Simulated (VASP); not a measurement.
Set up this calculation in VASP 6.6.1, as the native input.

```yaml
Task: single point
Functional: PBE
Potentials_or_basis: VASP PAW PBE potentials, release 64 (As, F)
Cutoff: 520 eV
k_mesh: 12 × 12 × 6
Occupations: gaussian, width 0.1 eV
Spin: no spin polarisation
Dipole_correction: no
Further_INCAR_settings: ALGO = Normal; EDIFF = 1e-06; NBANDS = 24
```

The structure of As2F3 lies in POSCAR:

```
As2F3
1.0
    3.8031128761      0.0000000000      0.0000000000
   -1.9015564380      3.2935923642      0.0000000000
    0.0000000000      0.0000000000      6.6218160249
As F
2 3
Direct
    0.3333333333      0.6666666667      0.1674847598
    0.6666666667      0.3333333333      0.8325152402
    0.0000000000      0.0000000000      0.0000000000
    0.3333333333      0.6666666667      0.7070572488
    0.6666666667      0.3333333333      0.2929427512
```

The input as run:

INCAR

```
SYSTEM = As2F3
  PREC = Accurate
  ENCUT = 520
  EDIFF = 1E-6
  ISMEAR = 0
  SIGMA = 0.1
  LREAL = .FALSE.
  LASPH = .TRUE.
  NELM = 60
  ALGO = Normal
  ISIF = 2
  LWAVE = .FALSE.
  LCHARG = .FALSE.
  GGA = PE
  NBANDS = 24
```

KPOINTS

```
Automatic mesh
0
G
  12 12 6
  0 0 0
```

Potentials or basis: VASP PAW PBE potentials, release 64 (As, F).

Launch:

```sh
$ cat potpaw_PBE.64/As/POTCAR potpaw_PBE.64/F/POTCAR > POTCAR
$ mpirun -np 1 vasp_std > vasp.out
```

It gave:

| Item | Value |
| --- | --- |
| Pressure | -0.3 GPa |
| Largest force | 0.005 eV/Å |
| Band gap on the k mesh | zero (an odd number of electrons rules out a gap without spin polarisation) |

Caveat: an odd number of electrons without spin polarisation forces a metal; a magnetic or distorted state may lie lower.

Run time: 75 s on 1 thread of Oxide Virtual Turin-like Processor (shared host), peak memory 0.26 GiB.
